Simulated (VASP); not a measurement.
Crystal: Ba.

```
CELL_PARAMETERS angstrom
4.39644 0.00000 0.00000
-2.19822 3.80743 0.00000
0.00000 0.00000 7.17292
ATOMIC_POSITIONS crystal
Ba 0.33333 0.66667 0.75000
Ba 0.66667 0.33333 0.25000
```

| Quantity | Value |
| --- | --- |
| Program | VASP 6.6.1 |
| Task | relaxation of cell and atoms |
| Functional | PBE |
| Potentials or basis | VASP PAW PBE potentials, release 64 (Ba_sv) |
| Cutoff | 600 eV |
| k mesh | 6 × 6 × 4 |
| Occupations | gaussian, width 0.1 eV |
| Spin | no spin polarisation |

At the start: pressure 0.6 GPa; volume 60.03 Å³/atom.

Question: Where does the relaxation end?

Answer: Over 3 steps the energy falls by 6.6 meV/atom and the volume is 64.20 Å³/atom (+6.9 %); space group P6_3/mmc (No. 194, to 0.05 Å).

The path:
| step | energy change (eV) | largest force (eV/Å) | pressure (GPa) | volume (Å³) |
| --- | --- | --- | --- | --- |
| 1 | 0.0000 | 0.0000 | 0.56 | 120.07 |
| 2 | -0.0100 | 0.0000 | 0.27 | 123.77 |
| 3 | -0.0133 | 0.0000 | -0.05 | 128.40 |

Final structure:
```
Ba
1.0
     4.48128    0.00000    0.00000
    -2.24064    3.88090    0.00000
     0.00000    0.00000    7.38306
Ba
2
Direct
  0.33333 0.66667 0.75000
  0.66667 0.33333 0.25000
```
